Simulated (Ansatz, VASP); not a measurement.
**One calculation of YbH3, two programs**

```
CELL_PARAMETERS angstrom
0.00000 2.47459 2.47459
2.47459 0.00000 2.47459
2.47459 2.47459 0.00000
ATOMIC_POSITIONS crystal
Yb 0.00000 0.00000 0.00000
H 0.75000 0.75000 0.75000
H 0.25000 0.25000 0.25000
H 0.50000 0.50000 0.50000
```

Alike in both runs: functional LDA; k mesh 10 × 10 × 10; occupations methfessel-paxton of order 1, width 0.01 eV; no spin polarisation.

Ansatz relaxed the structure, and its values are those at the end. VASP's run is a single point on that final structure, the one shown.

|  | VASP | Ansatz |
| --- | --- | --- |
| version | VASP 6.6.1 | Ansatz 0.2.0 |
| potentials or method | VASP PAW PBE potentials, release 64 (Yb, H), cutoff 600 eV | plane waves, PAW |
| valence electrons in the cell | 27 | 27 |

|  | VASP | Ansatz | Ansatz less VASP |
| --- | --- | --- | --- |
| gap on the k mesh at the Fermi level (eV) | none | none | - |
| pressure (GPa) | 0.5 | 0.0 | -0.47 |

VASP's potentials were made for PBE, not for LDA. LDA's correlation is that of Perdew and Zunger in VASP and of Perdew and Wang (1992) in Ansatz. A gap of «none» marks a metal or a gap that the smearing closes.

Spin-orbit coupling is off throughout.
